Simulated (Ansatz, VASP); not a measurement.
One calculation of MgZn5O6, two programs

```xyz
12
Lattice="3.2427 0.0000 0.0000 0.0000 3.2427 0.0000 0.0000 0.0000 13.7578" Properties=species:S:1:pos:R:3 pbc="T T T"
Mg    0.0000    0.0000    6.8789
Zn    0.0000    0.0000   11.4648
Zn    1.6214    1.6214    0.0000
Zn    0.0000    0.0000    2.2930
Zn    1.6214    1.6214    4.5859
Zn    1.6214    1.6214    9.1719
O     1.6214    0.0000    1.1465
O     0.0000    1.6214    3.4394
O     1.6214    0.0000    5.7324
O     0.0000    1.6214    8.0254
O     1.6214    0.0000   10.3183
O     0.0000    1.6214   12.6113
```

Alike in both runs: task single point; functional PBE; k mesh 6 × 6 × 2; occupations gaussian, width 0.1 eV; no spin polarisation.

|  | VASP | Ansatz |
| --- | --- | --- |
| version | VASP 6.6.1 | Ansatz 0.2.0 |
| potentials or method | VASP PAW PBE potentials, release 64 (Mg, Zn, O), cutoff 520 eV | scalar-relativistic, plane waves, PAW |
| valence electrons in the cell | 98 | 106 |

|  | VASP | Ansatz | Ansatz less VASP |
| --- | --- | --- | --- |
| gap on the k mesh at the Fermi level (eV) | 0.96 | 0.98 | +0.013 |
| least direct gap on the mesh (eV) | 0.96 | 0.98 | +0.013 |
| pressure (GPa) | 3.3 | 2.6 | -0.70 |
| traceless stress, the component that is largest in VASP (GPa) | -0.23 | -0.23 | +0.001 |
| rms of the force components (eV/Å) | 0.087 | 0.068 | -0.0192 |

Atom by atom the forces differ by 0.019 eV/Å (rms over components). The functional is the same, so the differences come from potentials, cutoffs and numerics. VASP's potentials hold 98 valence electrons a cell and Ansatz's 106, so a difference there can come from the potentials and not from the codes.
